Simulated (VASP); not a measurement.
The system is RbBr.

```
Rb Br
1.0
     0.00000    3.35704    3.35704
     3.35704    0.00000    3.35704
     3.35704    3.35704    0.00000
Rb Br
1 1
Direct
  0.00000 0.00000 0.00000
  0.50000 0.50000 0.50000
```

Base run:

| Quantity | Value |
| --- | --- |
| Program | VASP 6.6.1 |
| Functional | PBE0 |
| Potentials or basis | VASP PAW PBE potentials, release 64 (Rb_sv, Br) |
| Cutoff | 520 eV |
| k mesh | 4 × 4 × 4 |
| Occupations | fermi-dirac, width 0.05 eV |
| Spin | no spin polarisation |

Its results: band gap on the k mesh 6.43 eV; pressure 1.9 GPa.

**Question.** The run is repeated on the same cell with these changes: functional from PBE0 to HSE06. What comes out?

**Answer.** Band gap on the k mesh 5.70 eV; pressure 1.9 GPa.

Caveats: the PAW data sets were made with another functional, which shifts forces and pressure a little.

